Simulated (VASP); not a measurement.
# Zn (P6_3/mmc) in VASP: a series of runs

The runs below take Zn through single point, relaxation of volume and atoms at fixed shape, with PBEsol.

All numbers are computed with VASP 6.6.1; they aren't measurements. Logs are shortened: lines on timing, memory, paths and dates and some standing lists are left out, and cuts for length are marked.

## 1. The cell of the first run

It takes space group P6_3/mmc (No. 194, hexagonal). Conventional cell: a = 2.603 Å, b = 2.603 Å, c = 4.841 Å, α = 90.00°, β = 90.00°, γ = 120.00°. Within 3.4 Å of Zn (site symmetry -6m2) lie 12 Zn at 2.60 to 2.85 Å.

## 2. Single point, PBEsol

Contents of INCAR:

```
PREC = Accurate ; ENCUT = 520
EDIFF = 1E-6 ; ISMEAR = -1
SIGMA = 0.05 ; LREAL = False
LASPH = True ; NELM = 80
ALGO = Normal ; ISIF = 2
LWAVE = False ; LCHARG = True
GGA = PS ; LELF = True
LVHAR = True ; NBANDS = 19
```

Contents of KPOINTS:

```
Automatic mesh
0
Gamma
  11 11 5
```

Contents of POSCAR:

```
Zn
1.0
    2.6025590812      0.0000000000      0.0000000000
   -1.3012795406      2.2538822792      0.0000000000
    0.0000000000      0.0000000000      4.8405649427
Zn
2
Direct
    0.3333333333      0.6666666667      0.2500000000
    0.6666666667      0.3333333333      0.7500000000
```

Potentials or basis: VASP PAW PBE potentials, release 64 (Zn).

Run with:

```
$ cat potpaw_PBE.64/Zn/POTCAR > POTCAR
$ mpirun -np 1 vasp_std > vasp.out
```

OUTCAR:

```text
PREC = Accurate
   ENCUT = 520
   EDIFF = 1E-6
   ISMEAR = -1
   LREAL = False
   LASPH = True
   NELM = 80
   ISIF = 2
   GGA = PS

 ion  position               nearest neighbor table
   1  0.333  0.667  0.250-   2 2.85   2 2.85   2 2.85   2 2.85   2 2.85   2 2.85
   2  0.667  0.333  0.750-   1 2.85   1 2.85   1 2.85   1 2.85   1 2.85   1 2.85

  LATTYP: Found a hexagonal cell.
 ALAT       =     2.6025590812
 C/A-ratio  =     1.8599250936

  Lattice vectors:

 A1 = (   2.6025590812,   0.0000000000,   0.0000000000)
 A2 = (  -1.3012795406,   2.2538822792,   0.0000000000)
 A3 = (   0.0000000000,   0.0000000000,   4.8405649427)

Analysis of symmetry for initial positions (statically):
=====================================================================
 Subroutine PRICEL returns:
 Original cell was already a primitive cell.

 Routine SETGRP: Setting up the symmetry group for a
 hexagonal supercell.

 Subroutine GETGRP returns: Found 24 space group operations
 (whereof 12 operations were pure point group operations)
 out of a pool of 24 trial point group operations.

The static configuration has the point symmetry D_3d.
 The point group associated with its full space group is D_6h.

Analysis of symmetry for dynamics (positions and initial velocities):
=====================================================================
 Subroutine PRICEL returns:
 Original cell was already a primitive cell.

 Routine SETGRP: Setting up the symmetry group for a
 hexagonal supercell.

 Subroutine GETGRP returns: Found 24 space group operations
 (whereof 12 operations were pure point group operations)
 out of a pool of 24 trial point group operations.

The dynamic configuration has the point symmetry D_3d.
 The point group associated with its full space group is D_6h.

 Subroutine INISYM returns: Found 24 space group operations
 (whereof 12 operations are pure point group operations),
 and found     1 'primitive' translations

----------------------------------------------------------------------------------------

                                     Primitive cell

  volume of cell :      28.3941

  direct lattice vectors                    reciprocal lattice vectors
     2.602559081  0.000000000  0.000000000     0.384237195  0.221839448  0.000000000
    -1.301279541  2.253882279  0.000000000     0.000000000  0.443678895  0.000000000
     0.000000000  0.000000000  4.840564943     0.000000000  0.000000000  0.206587457

  length of vectors
     2.602559081  2.602559081  4.840564943     0.443678895  0.443678895  0.206587457

  position of ions in fractional coordinates (direct lattice)
     0.333333333  0.666666667  0.250000000
     0.666666667  0.333333333  0.750000000

  ion indices of the primitive-cell ions
   primitive index   ion index
                 1           1
                 2           2

----------------------------------------------------------------------------------------

 KPOINTS: Automatic mesh

Automatic generation of k-mesh.
 Grid dimensions read from file:
 generate k-points for:   11   11    5

 Generating k-lattice:

  Cartesian coordinates                     Fractional coordinates (reciprocal lattice)
     0.034930654  0.020167223  0.000000000     0.090909091 -0.000000000  0.000000000
     0.000000000  0.040334445  0.000000000     0.000000000  0.090909091  0.000000000
     0.000000000  0.000000000  0.041317491     0.000000000  0.000000000  0.200000000

  Length of vectors
     0.040334445  0.040334445  0.041317491

  Shift w.r.t. Gamma in fractional coordinates (k-lattice)
     0.000000000  0.000000000  0.000000000

 Subroutine IBZKPT returns following result:
 ===========================================

 Found     48 irreducible k-points:

 Following reciprocal coordinates:
            Coordinates               Weight
  0.000000  0.000000  0.000000      1.000000
  0.090909 -0.000000  0.000000      6.000000
  0.181818 -0.000000  0.000000      6.000000
  0.272727  0.000000  0.000000      6.000000
  0.363636  0.000000  0.000000      6.000000
  0.454545 -0.000000  0.000000      6.000000
[... 16 lines left out ...]
  0.090909  0.090909  0.200000     12.000000
  0.181818  0.090909  0.200000     24.000000
 [... further k-points ...]
   k-points           NKPTS =     48   k-points in BZ     NKDIM =     48   number of bands    NBANDS=     19
   number of dos      NEDOS =    301   number of ions     NIONS =      2
   total plane-waves  NPLWV =  14400
   dimension x,y,z NGX =    20 NGY =   20 NGZ =   36
   dimension x,y,z NGXF=    40 NGYF=   40 NGZF=   72
   ions per type =               2
   NGX,Y,Z   is equivalent  to a cutoff of  12.78, 12.78, 12.36 a.u.
   NGXF,Y,Z  is equivalent  to a cutoff of  25.55, 25.55, 24.73 a.u.
 SYSTEM =  unknown system
   PREC   = accura    normal or accurate (medium, high low for compatibility)
   ISTART =      0    job   : 0-new  1-cont  2-samecut
   ICHARG =      2    charge: 1-file 2-atom 10-const
   ISPIN  =      1    spin polarized calculation?
   LNONCOLLINEAR =      F non collinear calculations
   LSORBIT =      F    spin-orbit coupling
   LASPH  =      T    aspherical Exc in radial PAW
   ENCUT  =  520.0 eV  38.22 Ry    6.18 a.u.   4.84  4.84  9.00*2*pi/ulx,y,z
   NELM   =     80;   NELMIN=  2; NELMDL= -5     # of ELM steps
   EDIFF  = 0.1E-05   stopping-criterion for ELM
   LREAL  =      F    real-space projection
   EDIFFG = 0.1E-04   stopping-criterion for IOM
   NSW    =      0    number of steps for IOM
   IBRION =     -1    ionic relax: 0-MD 1-quasi-New 2-CG
   NFREE  =      0    steps in history (QN), initial steepest desc. (CG)
   ISIF   =      2    stress and relaxation
   ISYM   =      2    0-nonsym 1-usesym 2-fastsym
   POTIM  = 0.5000    time-step for ionic-motion
   TEBEG  =    0.0;   TEEND  =   0.0 temperature during run
   PSTRESS=    0.0 pullay stress
   NELECT =      24.0000    total number of electrons
   NUPDOWN=      -1.0000    fix difference up-down
   EMIN   =  10.00;   EMAX   =-10.00  energy-range for DOS
   EFERMI =   0.00;   METHOD = LEGACY
   ISMEAR =    -1;   SIGMA  =   0.05  broadening in eV -4-tet -1-fermi 0-gaus
   EFERMI_NEDOS =   21; number of points for ismear=-14 and -15
   IALGO  =     38    algorithm
   IMIX   =      4    mixing-type and parameters
     AMIX     =   0.40;   BMIX     =  1.00
     AMIX_MAG =   1.60;   BMIX_MAG =  1.00
  volume/ion in A,a.u.               =      14.20        95.81
  Fermi-wavevector in a.u.,A,eV,Ry     =   1.547875  2.925060 32.598440  2.395918
  Thomas-Fermi vector in A             =   2.652906
   LORBIT       =      0    0 simple, 1 ext, 2 COOP (PROOUT), +10 PAW based schemes
   GGA     = PS    functional components
   LHFCALC =     F    Hartree Fock is set to
   AEXX    =    0.0000 exact exchange contribution
   IVDW    =     0    specifies the selected vdW correction
   LEPSILON=     F    determine dielectric tensor
   LRPA    =     F    only Hartree local field effects (RPA)
 non-spin polarized calculation
  energy-cutoff  :      520.00
  volume of cell :       28.39
 maximum number of plane-waves:       775
 NGX is ok and might be reduce to    20
   NGX =  9   NGY =  9   NGZ = 19

 number of electron      24.0000029 magnetization

 Free energy of the ion-electron system (eV)
  ---------------------------------------------------
  ext. energy  EPLUGINS =         0.00000000
  ---------------------------------------------------
  free energy    TOTEN  =        -3.15387243 eV

  energy without entropy =       -3.14989945  energy(sigma->0) =       -3.15188594

 E-fermi :   3.4555     XC(G=0): -12.0667

 val. band max:        3.3518515392   @ k =   0.1818   0.1818   0.0000
 cond. band min:       3.4782759004   @ k =   0.3636   0.2727   0.4000
 fundamental gap:      0.1264243611
 Fermi energy:         3.4554840205

 k-point     1 :       0.0000    0.0000    0.0000
  band No.  band energies     occupation
      1      -7.5370      2.00000
      2      -5.4811      2.00000
      3      -4.6611      2.00000
      4      -4.3938      2.00000
      5      -4.3938      2.00000
      6      -4.3364      2.00000
[... 11 lines left out ...]
     18      23.3040      0.00000
     19      23.4556      0.00000

 k-point     2 :       0.0909   -0.0000    0.0000
  band No.  band energies     occupation
      1      -7.2804      2.00000
      2      -5.3634      2.00000
      3      -4.6343      2.00000
      4      -4.4199      2.00000
      5      -4.3644      2.00000
      6      -4.3291      2.00000
[... 11 lines left out ...]
     18      21.9586      0.00000
     19      24.2367      0.00000

 k-point     3 :       0.1818   -0.0000    0.0000
  band No.  band energies     occupation
      1      -6.5438      2.00000
      2      -5.1055      2.00000
      3      -4.5996      2.00000
      4      -4.4745      2.00000
      5      -4.3317      2.00000
      6      -4.3117      2.00000
[... 11 lines left out ...]
     18      20.2685      0.00000
     19      20.7068      0.00000

 k-point     4 :       0.2727    0.0000    0.0000
  band No.  band energies     occupation
      1      -5.5750      2.00000
      2      -5.0205      2.00000
      3      -4.6294      2.00000
      4      -4.4999      2.00000
      5      -4.3994      2.00000
      6      -4.2064      2.00000
[... 11 lines left out ...]
     18      19.3722      0.00000
     19      20.5393      0.00000

 k-point     5 :       0.3636    0.0000    0.0000
  band No.  band energies     occupation
      1      -5.2078      2.00000
      2      -5.1023      2.00000
      3      -4.8503      2.00000
      4      -4.3461      2.00000
      5      -4.3328      2.00000
      6      -4.1859      2.00000
[... 11 lines left out ...]
     18      18.7655      0.00000
     19      20.4817      0.00000
[... 334 lines left out ...]
      2      -5.1101      2.00000
      3      -4.8151      2.00000
      4      -4.5870      2.00000
      5      -4.2072      2.00000
      6      -4.1470      2.00000
[... 11 lines left out ...]
     18      18.5722      0.00000
     19      19.2443      0.00000

 k-point    22 :       0.4545   -0.0000    0.2000
  band No.  band energies     occupation
      1      -5.2286      2.00000
      2      -5.2042      2.00000
      3      -4.8977      2.00000
      4      -4.6085      2.00000
      5      -4.1792      2.00000
      6      -4.1307      2.00000
[... 11 lines left out ...]
     18      18.5565      0.00000
     19      18.6084      0.00000

 k-point    23 :       0.0909    0.0909    0.2000
  band No.  band energies     occupation
      1      -6.5419      2.00000
      2      -5.1694      2.00000
      3      -4.6058      2.00000
      4      -4.4799      2.00000
      5      -4.4545      2.00000
      6      -4.2242      2.00000
[... 11 lines left out ...]
     18      20.1660      0.00000
     19      23.4929      0.00000

 k-point    24 :       0.1818    0.0909    0.2000
  band No.  band energies     occupation
      1      -5.6894      2.00000
      2      -4.9210      2.00000
      3      -4.6151      2.00000
      4      -4.5668      2.00000
      5      -4.5140      2.00000
      6      -4.3566      2.00000
[... 11 lines left out ...]
     18      18.3981      0.00000
     19      21.2650      0.00000

 [... further k-points ...]

------------------------ aborting loop because EDIFF is reached ----------------------------------------

  FORCE on cell =-STRESS in cart. coord.  units (eV):
  Direction    XX          YY          ZZ          XY          YZ          ZX
  --------------------------------------------------------------------------------------
  -------------------------------------------------------------------------------------
  Total        0.3792351      0.3792351     -0.4094981     -0.0000000      0.0000000      0.0000000
  in kB       21.3988888     21.3988888    -23.1065253     -0.0000000      0.0000000      0.0000000
  external PRESSURE =       6.5637508 kB  Pullay stress =       0.0000000 kB

 VOLUME and BASIS-vectors are now :
 -----------------------------------------------------------------------------
  energy-cutoff  :      520.00
  volume of cell :       28.39
      direct lattice vectors                 reciprocal lattice vectors
     2.602559081  0.000000000  0.000000000     0.384237195  0.221839448  0.000000000
    -1.301279541  2.253882279  0.000000000     0.000000000  0.443678895  0.000000000
     0.000000000  0.000000000  4.840564943     0.000000000  0.000000000  0.206587457

 POSITION                                       TOTAL-FORCE (eV/Angst)
 -----------------------------------------------------------------------------------
     -0.00000      1.50259      1.21014         0.000000     -0.000000      0.000000
      1.30128      0.75129      3.63042        -0.000000      0.000000      0.000000
 -----------------------------------------------------------------------------------
    total drift:                                0.000000     -0.000000      0.000000

  FREE ENERGIE OF THE ION-ELECTRON SYSTEM (eV)
  ---------------------------------------------------
  free  energy   TOTEN  =        -3.1538724331 eV

  energy  without entropy=       -3.1498994478  energy(sigma->0) =       -3.15188594
```

Wall time 18 s (1 thread of AMD EPYC 7R43 (Zen 3), shared host); peak memory 0.11 GiB.

What came out:

```yaml
Free_energy: -3.1539 eV
Pressure: 0.7 GPa
Band_gap_on_the_k_mesh: zero (band 12 reaches 5.19 eV, above the bottom of band 13 at 0.44 eV)
```

Stress tensor (GPa, compression positive):
```
 2.14  0.00  0.00
 0.00  2.14  0.00
 0.00  0.00 -2.31
```

Caveat: the PAW data sets were made with another functional, which shifts forces and pressure a little.

(Part 1 of 2 ends here.)
